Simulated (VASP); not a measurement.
Write the native input for VASP 6.6.1 that does the following.

```
Task                               : single point
Functional                         : r2SCAN50
Potentials or basis                : VASP PAW PBE potentials, release 64 (Ta_sv_GW)
Cutoff                             : 440 eV
k mesh                             : 6 × 6 × 6
Occupations                        : fermi-dirac, width 0.05 eV
Spin                               : no spin polarisation
Dipole correction                  : no
Grid for exact exchange (PRECFOCK) : Normal
Further INCAR settings             : ALGO = Normal; EDIFF = 1e-06; NBANDS = 12
Share of exact exchange            : 0.5
```

Ta:

```xyz
1
Lattice="-1.6622 1.6622 1.6622 1.6622 -1.6622 1.6622 1.6622 1.6622 -1.6622" Properties=species:S:1:pos:R:3 pbc="T T T"
Ta    0.0000    0.0000    0.0000
```

The input as run:

POSCAR

```
Ta
1.0
   -1.6622159478      1.6622159478      1.6622159478
    1.6622159478     -1.6622159478      1.6622159478
    1.6622159478      1.6622159478     -1.6622159478
Ta
1
Direct
    0.0000000000      0.0000000000      0.0000000000
```

INCAR.step1

```
SYSTEM = Ta
PREC = Accurate ; ENCUT = 440
EDIFF = 1E-5 ; ISMEAR = -1
SIGMA = 0.05 ; LREAL = .FALSE.
LASPH = .TRUE. ; NELM = 120
ALGO = Normal ; ISIF = 2
LWAVE = .TRUE. ; LCHARG = .FALSE.
NBANDS = 12 ; GGA = PE
GGA_COMPAT = .FALSE.
```

INCAR.step2

```
SYSTEM = Ta
PREC = Accurate ; ENCUT = 440
EDIFF = 1E-6 ; ISMEAR = -1
SIGMA = 0.05 ; LREAL = .FALSE.
LASPH = .TRUE. ; NELM = 120
ALGO = Normal ; ISIF = 2
LWAVE = .FALSE. ; LCHARG = .FALSE.
METAGGA = R2SCAN ; LHFCALC = .TRUE.
AEXX = 0.5 ; LMIXTAU = .TRUE.
PRECFOCK = Normal ; NBANDS = 12
ISTART = 1 ; GGA_COMPAT = .FALSE.
```

KPOINTS

```
regular mesh
0
G
  6 6 6
  0 0 0
```

Potentials or basis: VASP PAW PBE potentials, release 64 (Ta_sv_GW).

The run is started by

```bash
$ cat potpaw_PBE.64/Ta_sv_GW/POTCAR > POTCAR
$ cp INCAR.step1 INCAR
$ mpirun -np 1 vasp_std > vasp.out
$ cp INCAR.step2 INCAR
$ mpirun -np 1 vasp_std > vasp.out
```

It gave:

The pressure is -22.6 GPa and the band gap on the k mesh is zero (an odd number of electrons rules out a gap without spin polarisation).

Caveat: the k points lie up to 0.45 Å⁻¹ apart, too coarse for converged energies and pressures of a metal; the PAW data sets were made with another functional, which shifts forces and pressure a little; spin-orbit coupling is left out, which moves the levels of the heavy elements.

Wall time 9.4 min on 1 thread of AMD EPYC 9R45 96-Core Processor (Zen 5), with other jobs on the host, peak memory 0.11 GiB.
